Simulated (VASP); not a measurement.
# W (Pm-3m) in VASP: notebook, part 2 of 2

VASP 6.6.1. Earlier steps stand in the parts before.

## 4. Single point, LDA (volume scaled by 1.12)

File INCAR:

```
SYSTEM = W
  PREC = Accurate
  ENCUT = 520
  EDIFF = 1E-6
  ISMEAR = -1
  SIGMA = 0.1
  LREAL = .False.
  LASPH = .True.
  NELM = 60
  ALGO = Normal
  ISIF = 2
  LWAVE = .False.
  LCHARG = .False.
  GGA = CA
  NBANDS = 13
```

File KPOINTS:

```
Automatic mesh
0
Gamma
  14 14 14
  0 0 0
```

File POSCAR:

```
W
1.0
    2.6925513868      0.0000000000      0.0000000000
    0.0000000000      2.6925513868      0.0000000000
    0.0000000000      0.0000000000      2.6925513868
W
1
Direct
    0.0000000000      0.0000000000      0.0000000000
```

Potentials or basis: VASP PAW LDA potentials, release 64 (W_sv).

The run is started by

```bash
cat potpaw_LDA.64/W_sv/POTCAR > POTCAR
mpirun -np 1 vasp_std > vasp.out
```

OUTCAR:

```text
SYSTEM = W
   PREC = Accurate
   ENCUT = 520
   EDIFF = 1E-6
   ISMEAR = -1
   LREAL = .False.
   LASPH = .True.
   NELM = 60
   ISIF = 2
   GGA = CA

 ion  position               nearest neighbor table
   1  0.000  0.000  0.000-

  LATTYP: Found a simple cubic cell.
 ALAT       =     2.6925513868

  Lattice vectors:

 A1 = (   2.6925513868,   0.0000000000,   0.0000000000)
 A2 = (   0.0000000000,   2.6925513868,   0.0000000000)
 A3 = (   0.0000000000,   0.0000000000,   2.6925513868)

Analysis of symmetry for initial positions (statically):
=====================================================================
 Subroutine PRICEL returns:
 Original cell was already a primitive cell.

 Routine SETGRP: Setting up the symmetry group for a
 simple cubic supercell.

 Subroutine GETGRP returns: Found 48 space group operations
 (whereof 48 operations were pure point group operations)
 out of a pool of 48 trial point group operations.

The static configuration has the point symmetry O_h .

Analysis of symmetry for dynamics (positions and initial velocities):
=====================================================================
 Subroutine PRICEL returns:
 Original cell was already a primitive cell.

 Routine SETGRP: Setting up the symmetry group for a
 simple cubic supercell.

 Subroutine GETGRP returns: Found 48 space group operations
 (whereof 48 operations were pure point group operations)
 out of a pool of 48 trial point group operations.

The dynamic configuration has the point symmetry O_h .

 Subroutine INISYM returns: Found 48 space group operations
 (whereof 48 operations are pure point group operations),
 and found     1 'primitive' translations

----------------------------------------------------------------------------------------

                                     Primitive cell

  volume of cell :      19.5205

[... 106 lines left out ...]
     AMIX_MAG =   1.60;   BMIX_MAG =  1.00
  volume/ion in A,a.u.               =      19.52       131.73
  Fermi-wavevector in a.u.,A,eV,Ry     =   1.465391  2.769187 29.216752  2.147371
  Thomas-Fermi vector in A             =   2.581253
   LORBIT       =      0    0 simple, 1 ext, 2 COOP (PROOUT), +10 PAW based schemes
   GGA     = CA    functional components
   LHFCALC =     F    Hartree Fock is set to
   AEXX    =    0.0000 exact exchange contribution
   IVDW    =     0    specifies the selected vdW correction
   LEPSILON=     F    determine dielectric tensor
   LRPA    =     F    only Hartree local field effects (RPA)
 non-spin polarized calculation
  energy-cutoff  :      520.00
  volume of cell :       19.52
 maximum number of plane-waves:       552
   NGX = 11   NGY = 11   NGZ = 11

 number of electron      13.9999996 magnetization

 Free energy of the ion-electron system (eV)
  ---------------------------------------------------
  ext. energy  EPLUGINS =         0.00000000
  ---------------------------------------------------
  free energy    TOTEN  =       -12.50798404 eV

  energy without entropy =      -12.46403443  energy(sigma->0) =      -12.48600923

 E-fermi :   8.3614     XC(G=0): -12.5472

 val. band max:        8.3489157235   @ k =   0.4286   0.2857   0.1429
 cond. band min:       8.3681194178   @ k =   0.4286   0.3571   0.2143
 fundamental gap:      0.0192036943
 Fermi energy:         8.3614163942

 k-point     1 :       0.0000    0.0000    0.0000
  band No.  band energies     occupation
      1     -65.3274      2.00000
      2     -29.2571      2.00000
      3     -29.2571      2.00000
      4     -29.2571      2.00000
      5       0.2415      2.00000
      6       4.4177      2.00000
      7       4.4177      2.00000
      8      12.6362      0.00000
      9      12.6362      0.00000
     10      12.6362      0.00000
     11      22.5291      0.00000
     12      22.5291      0.00000
     13      22.5291      0.00000
[... 354 lines left out ...]
  band No.  band energies     occupation
      1     -65.2375      2.00000
      2     -30.0734      2.00000
      3     -29.5923      2.00000
      4     -29.1454      2.00000
      5       3.8443      2.00000
      6       5.6836      2.00000
      7       7.1871      1.99998
      8       9.8347      0.00000
      9       9.9567      0.00000
     10      11.4893      0.00000
     11      17.6530      0.00000
     12      22.2757      0.00000
     13      24.8952      0.00000

 [... further k-points ...]
[... 5 lines left out ...]
  --------------------------------------------------------------------------------------
  -------------------------------------------------------------------------------------
  Total       -2.4952235     -2.4952235     -2.4952235      0.0000000     -0.0000000      0.0000000
  in kB     -204.7990988   -204.7990988   -204.7990988      0.0000000     -0.0000000      0.0000000
  external PRESSURE =    -204.7990988 kB  Pullay stress =       0.0000000 kB

 VOLUME and BASIS-vectors are now :
 -----------------------------------------------------------------------------
  energy-cutoff  :      520.00
  volume of cell :       19.52
      direct lattice vectors                 reciprocal lattice vectors
     2.692551387  0.000000000  0.000000000     0.371394955  0.000000000  0.000000000
     0.000000000  2.692551387  0.000000000     0.000000000  0.371394955  0.000000000
     0.000000000  0.000000000  2.692551387     0.000000000  0.000000000  0.371394955

 POSITION                                       TOTAL-FORCE (eV/Angst)
 -----------------------------------------------------------------------------------
      0.00000      0.00000      0.00000         0.000000      0.000000      0.000000
 -----------------------------------------------------------------------------------
    total drift:                                0.000000      0.000000      0.000000

  FREE ENERGIE OF THE ION-ELECTRON SYSTEM (eV)
  ---------------------------------------------------
  free  energy   TOTEN  =       -12.5079840399 eV

  energy  without entropy=      -12.4640344290  energy(sigma->0) =      -12.48600923
```

OSZICAR:

```text
N       E                     dE             d eps       ncg     rms          rms(c)
DAV:   1     0.867145113775E+02    0.86715E+02   -0.75467E+03  3144   0.117E+03
DAV:   2    -0.111912757863E+02   -0.97906E+02   -0.93633E+02  3475   0.310E+02
DAV:   3    -0.130365189745E+02   -0.18452E+01   -0.18328E+01  3525   0.413E+01
DAV:   4    -0.130472193890E+02   -0.10700E-01   -0.10700E-01  3405   0.343E+00
DAV:   5    -0.130473361798E+02   -0.11679E-03   -0.11679E-03  3585   0.347E-01    0.157E+01
DAV:   6    -0.126019819295E+02    0.44535E+00   -0.43958E-01  3175   0.768E+00    0.592E+00
DAV:   7    -0.125126804687E+02    0.89301E-01   -0.15430E-01  3390   0.426E+00    0.500E-01
DAV:   8    -0.125079854957E+02    0.46950E-02   -0.44244E-03  3285   0.866E-01    0.291E-02
DAV:   9    -0.125079818761E+02    0.36197E-05   -0.73067E-05  3580   0.100E-01    0.329E-02
DAV:  10    -0.125079840205E+02   -0.21445E-05   -0.72832E-06  3435   0.321E-02    0.101E-03
DAV:  11    -0.125079840399E+02   -0.19332E-07   -0.13407E-07  1720   0.418E-03
   1 F= -.12507984E+02 E0= -.12486009E+02  d E =-.439496E-01
```

Run time: 7 s. Hardware: 1 thread of Intel Xeon 6975P-C (Granite Rapids), shared host; peak memory 0.14 GiB.

What came out:

* Free energy: -12.5080 eV
* Pressure: -20.5 GPa
* Band gap on the k mesh: zero (band 7 reaches 9.97 eV, above the bottom of band 8 at 7.69 eV)

Levels at points of the mesh, in eV from the Fermi level:
| k point | band 5 | band 6 | band 7 | band 8 | band 9 | band 10 |
| --- | --- | --- | --- | --- | --- | --- |
| (0.00, 0.00, 0.00) | -8.12 | -3.94 | -3.94 | 4.27 | 4.27 | 4.27 |
| (0.50, 0.00, 0.00) | -4.81 | -3.06 | -0.57 | 0.87 | 0.87 | 4.63 |
| (0.50, 0.50, 0.00) | -5.01 | -2.73 | 1.55 | 1.55 | 4.56 | 4.56 |
| (0.50, 0.50, 0.50) | -3.51 | -3.51 | -3.51 | 7.01 | 7.01 | 7.61 |

Caveat: the cell differs from its parent crystal (volume scaled by 1.12); spin-orbit coupling is left out, which moves the levels of the heavy elements.

## 5. Relaxation of cell and atoms, LDA

This run uses another cell than the first one, of 17.12 Å³/atom, 0.944 times its volume.

File INCAR:

```
PREC = Accurate ; ENCUT = 600
EDIFF = 1E-7 ; ISMEAR = -1
SIGMA = 0.1 ; LREAL = F
LASPH = T ; NELM = 60
ALGO = Normal ; ISIF = 3
LWAVE = F ; LCHARG = F
IBRION = 2 ; NSW = 80
EDIFFG = -0.01
```

File KPOINTS:

```
regular mesh
0
Gamma
  12 12 12
```

File POSCAR:

```
W
1.0
    2.5770789429      0.0000000000      0.0000000000
    0.0000000000      2.5770789429      0.0000000000
    0.0000000000      0.0000000000      2.5770789429
W
1
Direct
    0.0000000000      0.0000000000      0.0000000000
```

The run is started by

```bash
cat potpaw_LDA.64/W_sv/POTCAR > POTCAR
mpirun -np 1 vasp_std > vasp.out
```

Run time: 12 s. Hardware: 1 thread of Intel Xeon 6975P-C (Granite Rapids), shared host; peak memory 0.14 GiB.

Results (log left out):

```
Free energy                            : -12.6861 eV
Relaxed volume                         : 17.55 Å³/atom
Relaxed cell                           : a = 2.599 Å, b = 2.599 Å, c = 2.599 Å, α = 90.00°, β = 90.00°, γ = 90.00°
Space group after relaxing (to 0.05 Å) : Pm-3m (No. 221)
Energy gained by relaxing              : 8.6 meV/atom
Ionic steps                            : 4
Pressure after relaxing                : 0.0 GPa
Band gap on the k mesh                 : zero (band 7 reaches 11.57 eV, above the bottom of band 8 at 8.94 eV)
```

The path:
```csv
step,energy change (eV),largest force (eV/Å),pressure (GPa),volume (Å³)
1,0.0000,0.0000,6.50,17.12
2,0.0613,0.0000,-15.59,18.89
3,-0.0086,0.0000,-0.18,17.56
4,-0.0086,0.0000,-0.05,17.55
```

Final structure:
```cif
data_structure
_symmetry_space_group_name_H-M 'P 1'
_symmetry_Int_Tables_number 1
_cell_length_a 2.5986
_cell_length_b 2.5986
_cell_length_c 2.5986
_cell_angle_alpha 90.000
_cell_angle_beta 90.000
_cell_angle_gamma 90.000
_cell_volume 17.55
loop_
_atom_site_label
_atom_site_type_symbol
_atom_site_fract_x
_atom_site_fract_y
_atom_site_fract_z
_atom_site_occupancy
W1 W 0.00000 0.00000 0.00000 1
```

Levels at points of the mesh, in eV from the Fermi level:
```tsv
k point	band 3	band 4	band 5	band 6	band 7	band 8	band 9	band 10	band 11
(0.00, 0.00, 0.00)	-37.40	-37.40	-8.67	-4.52	-4.52	4.95	4.95	4.95	15.08
(0.50, 0.00, 0.00)	-37.27	-37.27	-5.12	-3.50	-0.57	0.93	0.93	5.39	9.79
(0.50, 0.50, 0.00)	-38.67	-37.14	-5.83	-2.95	1.75	1.75	5.11	5.11	7.85
(0.50, 0.50, 0.50)	-38.48	-38.48	-4.12	-4.12	-4.12	7.39	8.16	8.16	12.21
```

Caveat: spin-orbit coupling is left out, which moves the levels of the heavy elements.

## 6. Overview

```tsv
task	cell	k mesh	cutoff (eV)	gap on the mesh (eV)	pressure (GPa)
single point	a = 2.627 Å, 1 atom	14 × 14 × 14	520	none	-7.5
single point	a = 2.660 Å, 1 atom	14 × 14 × 14	520	none	-14.7
single point	a = 2.693 Å, 1 atom	14 × 14 × 14	520	none	-20.5
relaxation of cell and atoms	relaxed from a = 2.577 Å, 1 atom	12 × 12 × 12	600	none	0.0
```

Alike in all rows: level LDA; potentials or basis VASP PAW LDA potentials, release 64 (W_sv); no spin polarisation; smearing fermi-dirac 0.1 eV.

Caveats: spin-orbit coupling is left out, which moves the levels of the heavy elements.

Total energies depend on the potentials used, so only differences within one code and one set of settings carry meaning.
